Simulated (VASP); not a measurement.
## TiC: single point with PBEsol

Crystal: TiC.

```xyz
2
Lattice="0.0000 2.1001 2.1001 2.1001 0.0000 2.1001 2.1001 2.1001 0.0000" Properties=species:S:1:pos:R:3 pbc="T T T"
Ti    0.0000    0.0000    0.0000
C     2.1001    2.1001    2.1001
```

```yaml
Program: VASP 6.6.1
Task: single point
Functional: PBEsol
Potentials_or_basis: VASP PAW PBE potentials, release 64 (Ti_sv, C)
Cutoff: 520 eV
k_mesh: 16 × 16 × 16
Occupations: gaussian, width 0.1 eV
Spin: no spin polarisation
Dipole_correction: no
Further_INCAR_settings: ALGO = Normal; EDIFF = 1e-06; NBANDS = 15
```

```yaml
Pressure: 20.2 GPa
Band_gap_on_the_k_mesh: zero (band 8 reaches 11.11 eV, above the bottom of band 9 at 10.00 eV)
```

Levels at points of the mesh, in eV from the Fermi level:
```tsv
k point	band 5	band 6	band 7	band 8	band 9	band 10	band 11	band 12
(0.00, 0.00, 0.00)	-12.78	0.70	0.70	0.70	1.83	1.83	1.83	1.93
(0.50, 0.00, 0.00)	-8.79	-6.30	-3.20	-3.20	3.31	3.31	4.67	8.70
(0.50, 0.50, 0.00)	-10.43	-3.47	-1.96	0.08	0.08	3.10	4.01	4.01
```

It took 20 s on 1 thread of Intel(R) Xeon(R) Platinum 8559C (Emerald Rapids), with other jobs on the host, peak memory 0.17 GiB.

Caveat: the PAW data sets were made with another functional, which shifts forces and pressure a little.
